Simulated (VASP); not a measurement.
# Cl (Cmmm) in VASP: a series of runs

Cl is run at these levels: PBE; tasks: relaxation of shape and atoms at fixed volume, relaxation of cell and atoms.

Everything below comes from runs of VASP 6.6.1. Logs are shortened: lines on timing, memory, paths and dates and some standing lists are left out, and cuts for length are marked.

### Step 1. The cell of the first run

Symmetry: Cmmm, No. 65, orthorhombic system. Conventional cell: a = 4.468 Å, b = 9.385 Å, c = 4.433 Å, α = 90.00°, β = 90.00°, γ = 90.00°. Cl (site symmetry m2m) has 1 Cl at 2.03 Å within 2.7 Å.

### Step 2. Relaxation of shape and atoms at fixed volume, PBE (46.47 Å³/atom)

Contents of INCAR:

```
PREC = Accurate
ENCUT = 600
EDIFF = 1E-6
ISMEAR = 0
SIGMA = 0.02
LREAL = F
LASPH = T
NELM = 80
ALGO = Normal
ISIF = 4
LWAVE = F
LCHARG = F
GGA = PE
IBRION = 2
NSW = 50
EDIFFG = -0.01
```

Contents of KPOINTS:

```
regular mesh
0
Gamma
  8 8 6
```

Contents of POSCAR:

```
Cl
1.0
    2.2339608645     -4.6926502529      0.0000000000
    2.2339608645      4.6926502529      0.0000000000
    0.0000000000      0.0000000000      4.4331131953
Cl
2
Direct
    0.6082458806      0.3917541194      0.0000000000
    0.3917541194      0.6082458806      0.0000000000
```

Potentials or basis: VASP PAW PBE potentials, release 64 (Cl).

Launch:

```console
cat potpaw_PBE.64/Cl/POTCAR > POTCAR
mpirun -np 1 vasp_std > vasp.out
```

OUTCAR:

```text
PREC = Accurate
   ENCUT = 600
   EDIFF = 1E-6
   ISMEAR = 0
   LREAL = F
   LASPH = T
   NELM = 80
   ISIF = 4
   GGA = PE
   IBRION = 2
   NSW = 50
   EDIFFG = -0.01

 ion  position               nearest neighbor table
   1  0.608  0.392  0.000-   2 2.03
   2  0.392  0.608  0.000-   1 2.03

  LATTYP: Found a base centered orthorhombic cell.
 ALAT       =     4.4679217290
 B/A-ratio  =     2.1005964462
 C/A-ratio  =     0.9922092338

  Lattice vectors:

 A1 = (   2.2339608645,  -4.6926502529,   0.0000000000)
 A2 = (   2.2339608645,   4.6926502529,   0.0000000000)
 A3 = (   0.0000000000,   0.0000000000,   4.4331131953)

Analysis of symmetry for initial positions (statically):
=====================================================================
 Subroutine PRICEL returns:
 Original cell was already a primitive cell.

 Routine SETGRP: Setting up the symmetry group for a
 base centered orthorhombic supercell.

 Subroutine GETGRP returns: Found  8 space group operations
 (whereof  8 operations were pure point group operations)
 out of a pool of  8 trial point group operations.

The static configuration has the point symmetry D_2h.

Analysis of symmetry for dynamics (positions and initial velocities):
=====================================================================
 Subroutine PRICEL returns:
 Original cell was already a primitive cell.

 Routine SETGRP: Setting up the symmetry group for a
 base centered orthorhombic supercell.

 Subroutine GETGRP returns: Found  8 space group operations
 (whereof  8 operations were pure point group operations)
 out of a pool of  8 trial point group operations.

The dynamic configuration has the point symmetry D_2h.

 Subroutine INISYM returns: Found  8 space group operations
 (whereof  8 operations are pure point group operations),
 and found     1 'primitive' translations

----------------------------------------------------------------------------------------

                                     Primitive cell

  volume of cell :      92.9464

  direct lattice vectors                    reciprocal lattice vectors
     2.233960865 -4.692650253  0.000000000     0.223817708 -0.106549598  0.000000000
     2.233960865  4.692650253  0.000000000     0.223817708  0.106549598  0.000000000
     0.000000000  0.000000000  4.433113195     0.000000000  0.000000000  0.225575111

  length of vectors
     5.197263466  5.197263466  4.433113195     0.247885424  0.247885424  0.225575111

  position of ions in fractional coordinates (direct lattice)
     0.608245881  0.391754119  0.000000000
     0.391754119  0.608245881  0.000000000

  ion indices of the primitive-cell ions
   primitive index   ion index
                 1           1
                 2           2

----------------------------------------------------------------------------------------

 KPOINTS: regular mesh

Automatic generation of k-mesh.
 Grid dimensions read from file:
 generate k-points for:    8    8    6

 Generating k-lattice:

  Cartesian coordinates                     Fractional coordinates (reciprocal lattice)
     0.027977213 -0.013318700  0.000000000     0.125000000  0.000000000  0.000000000
     0.027977213  0.013318700  0.000000000     0.000000000  0.125000000  0.000000000
     0.000000000  0.000000000  0.037595852     0.000000000  0.000000000  0.166666667

  Length of vectors
     0.030985678  0.030985678  0.037595852

  Shift w.r.t. Gamma in fractional coordinates (k-lattice)
     0.000000000  0.000000000  0.000000000

 Subroutine IBZKPT returns following result:
 ===========================================

 Found     84 irreducible k-points:

 Following reciprocal coordinates:
            Coordinates               Weight
  0.000000  0.000000  0.000000      1.000000
  0.125000  0.000000  0.000000      4.000000
  0.250000  0.000000  0.000000      4.000000
  0.375000  0.000000  0.000000      4.000000
  0.500000  0.000000  0.000000      2.000000
  0.125000  0.125000  0.000000      2.000000
[... 16 lines left out ...]
  0.125000  0.000000  0.166667      8.000000
  0.250000  0.000000  0.166667      8.000000
 [... further k-points ...]
   k-points           NKPTS =     84   k-points in BZ     NKDIM =     84   number of bands    NBANDS=     11
   number of dos      NEDOS =    301   number of ions     NIONS =      2
   total plane-waves  NPLWV =  63504
   dimension x,y,z NGX =    42 NGY =   42 NGZ =   36
   dimension x,y,z NGXF=    84 NGYF=   84 NGZF=   72
   ions per type =               2
   NGX,Y,Z   is equivalent  to a cutoff of  13.43, 13.43, 13.50 a.u.
   NGXF,Y,Z  is equivalent  to a cutoff of  26.87, 26.87, 27.00 a.u.
 SYSTEM =  unknown system
   PREC   = accura    normal or accurate (medium, high low for compatibility)
   ISTART =      0    job   : 0-new  1-cont  2-samecut
   ICHARG =      2    charge: 1-file 2-atom 10-const
   ISPIN  =      1    spin polarized calculation?
   LNONCOLLINEAR =      F non collinear calculations
   LSORBIT =      F    spin-orbit coupling
   LASPH  =      T    aspherical Exc in radial PAW
   ENCUT  =  600.0 eV  44.10 Ry    6.64 a.u.  10.38 10.38  8.85*2*pi/ulx,y,z
   NELM   =     80;   NELMIN=  2; NELMDL= -5     # of ELM steps
   EDIFF  = 0.1E-05   stopping-criterion for ELM
   LREAL  =      F    real-space projection
   EDIFFG = -.1E-01   stopping-criterion for IOM
   NSW    =     50    number of steps for IOM
   IBRION =      2    ionic relax: 0-MD 1-quasi-New 2-CG
   NFREE  =      1    steps in history (QN), initial steepest desc. (CG)
   ISIF   =      4    stress and relaxation
   ISYM   =      2    0-nonsym 1-usesym 2-fastsym
   POTIM  = 0.5000    time-step for ionic-motion
   TEBEG  =    0.0;   TEEND  =   0.0 temperature during run
   PSTRESS=    0.0 pullay stress
   NELECT =      14.0000    total number of electrons
   NUPDOWN=      -1.0000    fix difference up-down
   EMIN   =  10.00;   EMAX   =-10.00  energy-range for DOS
   EFERMI =   0.00;   METHOD = LEGACY
   ISMEAR =     0;   SIGMA  =   0.02  broadening in eV -4-tet -1-fermi 0-gaus
   EFERMI_NEDOS =   21; number of points for ismear=-14 and -15
   IALGO  =     38    algorithm
   IMIX   =      4    mixing-type and parameters
     AMIX     =   0.40;   BMIX     =  1.00
     AMIX_MAG =   1.60;   BMIX_MAG =  1.00
  volume/ion in A,a.u.               =      46.47       313.62
  Fermi-wavevector in a.u.,A,eV,Ry     =   0.871044  1.646034 10.322975  0.758717
  Thomas-Fermi vector in A             =   1.990095
   LORBIT       =      0    0 simple, 1 ext, 2 COOP (PROOUT), +10 PAW based schemes
   GGA     = PE    functional components
   LHFCALC =     F    Hartree Fock is set to
   AEXX    =    0.0000 exact exchange contribution
   IVDW    =     0    specifies the selected vdW correction
   LEPSILON=     F    determine dielectric tensor
   LRPA    =     F    only Hartree local field effects (RPA)
 conjugate gradient relaxation of ions
 non-spin polarized calculation
 Gauss-broadening in eV      SIGMA  =   0.02
  energy-cutoff  :      600.00
  volume of cell :       92.95
 maximum number of plane-waves:      3122
 NGX is ok and might be reduce to    42
   NGX = 21   NGY = 21   NGZ = 17

--------------------------------------- Ionic step        1  -------------------------------------------

 number of electron      13.9999999 magnetization

 Free energy of the ion-electron system (eV)
  ---------------------------------------------------
  ext. energy  EPLUGINS =         0.00000000
  ---------------------------------------------------
  free energy    TOTEN  =        -3.65651812 eV

  energy without entropy =       -3.65651812  energy(sigma->0) =       -3.65651812

------------------------ aborting loop because EDIFF is reached ----------------------------------------

  FORCE on cell =-STRESS in cart. coord.  units (eV):
  Direction    XX          YY          ZZ          XY          YZ          ZX
  --------------------------------------------------------------------------------------
  -------------------------------------------------------------------------------------
  Total       -0.0410345     -1.0985046     -0.0153252      0.0000000      0.0000000      0.0000000
  in kB       -0.7073387    -18.9356352     -0.2641711      0.0000000      0.0000000      0.0000000
  external PRESSURE =      -6.6357150 kB  Pullay stress =       0.0000000 kB

 VOLUME and BASIS-vectors are now :
 -----------------------------------------------------------------------------
  energy-cutoff  :      600.00
  volume of cell :       92.95
      direct lattice vectors                 reciprocal lattice vectors
     2.233960865 -4.692650253  0.000000000     0.223817708 -0.106549598  0.000000000
     2.233960865  4.692650253  0.000000000     0.223817708  0.106549598  0.000000000
     0.000000000  0.000000000  4.433113195     0.000000000  0.000000000  0.225575111
[... 37 lines left out ...]
 POSITION                                       TOTAL-FORCE (eV/Angst)
 -----------------------------------------------------------------------------------
      2.25266     -0.97508      4.47297         0.000000     -1.022402      0.000000
      2.25266      0.97508      0.00000         0.000000      1.022402      0.000000
 -----------------------------------------------------------------------------------
    total drift:                               -0.000000     -0.000000     -0.000000

  FREE ENERGIE OF THE ION-ELECTRON SYSTEM (eV)
  ---------------------------------------------------
  free  energy   TOTEN  =        -3.6393253852 eV

  energy  without entropy=       -3.6393253852  energy(sigma->0) =       -3.63932539

--------------------------------------- Ionic step        3  -------------------------------------------

 number of electron      14.0000000 magnetization

 Free energy of the ion-electron system (eV)
  ---------------------------------------------------
  ext. energy  EPLUGINS =         0.00000000
  ---------------------------------------------------
  free energy    TOTEN  =        -3.66453703 eV

  energy without entropy =       -3.66453703  energy(sigma->0) =       -3.66453703

 E-fermi :  -2.7724     XC(G=0):  -5.7680

 val. band max:       -2.9097850593   @ k =   0.5000   0.5000   0.5000
 cond. band min:      -0.8959230802   @ k =   0.5000   0.5000   0.0000
 fundamental gap:      2.0138619790
 Fermi energy:        -2.7723637164

 k-point     1 :       0.0000    0.0000    0.0000
  band No.  band energies     occupation
      1     -19.6027      2.00000
      2     -15.2128      2.00000
      3      -8.4432      2.00000
      4      -5.9015      2.00000
      5      -5.7057      2.00000
      6      -3.6489      2.00000
      7      -3.0582      2.00000
      8       0.2395      0.00000
      9       2.6860      0.00000
     10       6.1825      0.00000
     11       7.7605      0.00000

 k-point     2 :       0.1250    0.0000    0.0000
  band No.  band energies     occupation
      1     -19.5934      2.00000
      2     -15.2371      2.00000
      3      -8.3891      2.00000
      4      -5.8860      2.00000
      5      -5.7780      2.00000
      6      -3.6431      2.00000
      7      -3.0786      2.00000
      8       0.1777      0.00000
      9       2.8923      0.00000
     10       6.3299      0.00000
     11       7.4287      0.00000
[... 295 lines left out ...]
 k-point    24 :       0.2500    0.0000    0.1667
  band No.  band energies     occupation
      1     -19.5667      2.00000
      2     -15.2904      2.00000
      3      -8.2467      2.00000
      4      -5.9519      2.00000
      5      -5.9344      2.00000
      6      -3.5970      2.00000
      7      -3.1937      2.00000
      8       0.0171      0.00000
      9       3.7450      0.00000
     10       6.7537      0.00000
     11       6.9030      0.00000

 [... further k-points ...]

------------------------ aborting loop because EDIFF is reached ----------------------------------------

  FORCE on cell =-STRESS in cart. coord.  units (eV):
  Direction    XX          YY          ZZ          XY          YZ          ZX
  --------------------------------------------------------------------------------------
  -------------------------------------------------------------------------------------
  Total       -0.0288790     -0.0454009     -0.0152341      0.0000000      0.0000000      0.0000000
  in kB       -0.4978060     -0.7826043     -0.2625999      0.0000000      0.0000000      0.0000000
  external PRESSURE =      -0.5143367 kB  Pullay stress =       0.0000000 kB

 VOLUME and BASIS-vectors are now :
 -----------------------------------------------------------------------------
  energy-cutoff  :      600.00
  volume of cell :       92.95
      direct lattice vectors                 reciprocal lattice vectors
     2.240943021 -4.662371533  0.000000000     0.223120354 -0.107241561  0.000000000
     2.240943021  4.662371533  0.000000000     0.223120354  0.107241561  0.000000000
     0.000000000  0.000000000  4.448000997     0.000000000  0.000000000  0.224820093

 POSITION                                       TOTAL-FORCE (eV/Angst)
 -----------------------------------------------------------------------------------
      2.24094     -1.00073      0.00000         0.000000      0.001973      0.000000
      2.24094      1.00073      0.00000         0.000000     -0.001973     -0.000000
 -----------------------------------------------------------------------------------
    total drift:                                0.000000     -0.000000      0.000000

  FREE ENERGIE OF THE ION-ELECTRON SYSTEM (eV)
  ---------------------------------------------------
  free  energy   TOTEN  =        -3.6645370286 eV

  energy  without entropy=       -3.6645370286  energy(sigma->0) =       -3.66453703

 reached required accuracy - stopping structural energy minimisation
```

Run time: 3.4 min. Hardware: 1 thread of Intel Xeon Platinum 8488C (Sapphire Rapids), shared host; peak memory 0.28 GiB.

Results:

```
Free energy               : -3.6645 eV
Energy gained by relaxing : 4.0 meV/atom
Ionic steps               : 3
Pressure after relaxing   : -0.1 GPa
Band gap on the k mesh    : 2.01 eV (least direct gap 2.03 eV)
```

Step by step:
| step | energy change (eV) | largest force (eV/Å) | pressure (GPa) | volume (Å³) |
| --- | --- | --- | --- | --- |
| 1 | 0.0000 | 0.4941 | -0.66 | 92.95 |
| 2 | 0.0172 | 1.0224 | 1.14 | 92.95 |
| 3 | -0.0080 | 0.0020 | -0.05 | 92.95 |

Final structure:
```cif
data_structure
_symmetry_space_group_name_H-M 'P 1'
_symmetry_Int_Tables_number 1
_cell_length_a 5.1730
_cell_length_b 5.1730
_cell_length_c 4.4480
_cell_angle_alpha 90.000
_cell_angle_beta 90.000
_cell_angle_gamma 128.658
_cell_volume 92.95
loop_
_atom_site_label
_atom_site_type_symbol
_atom_site_fract_x
_atom_site_fract_y
_atom_site_fract_z
_atom_site_occupancy
Cl1 Cl 0.60732 0.39268 0.00000 1
Cl2 Cl 0.39268 0.60732 0.00000 1
```

Caveat: this functional lacks dispersion, which holds the molecules together, so the pressure and a relaxed volume are unreliable; this functional lacks dispersion, which binds layers or chains, so the pressure and a relaxed spacing across them are unreliable. A k mesh can miss the band edges.

### Step 3. Relaxation of shape and atoms at fixed volume, PBE (48.23 Å³/atom)

This run uses another cell than the first one, of 48.23 Å³/atom.

Contents of INCAR:

```
PREC = Accurate
ENCUT = 600
EDIFF = 1E-6
ISMEAR = 0
SIGMA = 0.02
LREAL = False
LASPH = True
NELM = 100
ALGO = Normal
ISIF = 4
LWAVE = False
LCHARG = False
GGA = PE
IBRION = 2
NSW = 50
EDIFFG = -0.01
```

KPOINTS is that of step 2.

Contents of POSCAR:

```
Cl
1.0
    2.2585348621     -4.6859610573      0.0000000000
    2.2585348621      4.6859610573      0.0000000000
    0.0000000000      0.0000000000      4.5568414152
Cl
2
Direct
    0.6087497199      0.3912502801      0.0000000000
    0.3912502801      0.6087497199      0.0000000000
```

Potentials or basis: VASP PAW PBE potentials, release 64 (Cl).

Launch:

```console
cat potpaw_PBE.64/Cl/POTCAR > POTCAR
mpirun -np 1 vasp_std > vasp.out
```

Run time: 3.7 min. Hardware: 1 thread of Intel Xeon Platinum 8488C (Sapphire Rapids), shared host; peak memory 0.28 GiB.

It converged, with:

| Item | Value |
| --- | --- |
| Free energy | -3.6638 eV |
| Energy gained by relaxing | 5.8 meV/atom |
| Ionic steps | 3 |
| Pressure after relaxing | -0.1 GPa |
| Largest force after relaxing | 0.009 eV/Å |
| Band gap on the k mesh | 2.04 eV (least direct gap 2.06 eV) |

Forces in eV/Å, atoms in the order of the input:
```
Cl   0.000  0.009  0.000
Cl   0.000 -0.009  0.000
```

Step by step:
| step | energy change (eV) | largest force (eV/Å) | pressure (GPa) | volume (Å³) |
| --- | --- | --- | --- | --- |
| 1 | 0.0000 | 0.5931 | -0.77 | 96.45 |
| 2 | 0.0240 | 1.2285 | 1.32 | 96.45 |
| 3 | -0.0116 | 0.0088 | -0.07 | 96.45 |

Final structure:
```yaml
crystal:
  lattice:
    - [2.26706, -4.64974, 0.00000]
    - [2.26706, 4.64974, 0.00000]
    - [0.00000, 0.00000, 4.57508]
  atoms:
    - { symbol: Cl, position: [0.60763, 0.39237, 0.00000] }
    - { symbol: Cl, position: [0.39237, 0.60763, 0.00000] }
```

Levels at points of the mesh, in eV from the valence-band top:
| k point | band 3 | band 4 | band 5 | band 6 | band 7 | band 8 | band 9 | band 10 | band 11 |
| --- | --- | --- | --- | --- | --- | --- | --- | --- | --- |
| (0.00, 0.00, 0.00) | -5.51 | -3.01 | -2.79 | -0.74 | -0.17 | 3.14 | 5.57 | 9.06 | 10.55 |
| (0.50, 0.00, 0.00) | -5.13 | -3.29 | -2.91 | -0.56 | -0.31 | 2.62 | 7.74 | 8.40 | 10.25 |
| (0.50, 0.50, 0.00) | -4.67 | -3.15 | -2.85 | -0.50 | -0.01 | 2.04 | 6.19 | 7.85 | 9.12 |
| (0.00, 0.00, 0.50) | -5.48 | -3.32 | -2.77 | -0.72 | -0.35 | 3.16 | 7.42 | 7.88 | 10.09 |
| (0.50, 0.00, 0.50) | -5.11 | -3.24 | -3.17 | -0.54 | -0.53 | 2.66 | 7.61 | 8.90 | 10.97 |
| (0.50, 0.50, 0.50) | -4.66 | -3.12 | -3.11 | -0.80 | 0.00 | 2.11 | 7.52 | 9.00 | 9.02 |

Caveat: this functional lacks dispersion, which holds the molecules together, so the pressure and a relaxed volume are unreliable; this functional lacks dispersion, which binds layers or chains, so the pressure and a relaxed spacing across them are unreliable. A k mesh can miss the band edges.

(Continued in part 2 of 2.)
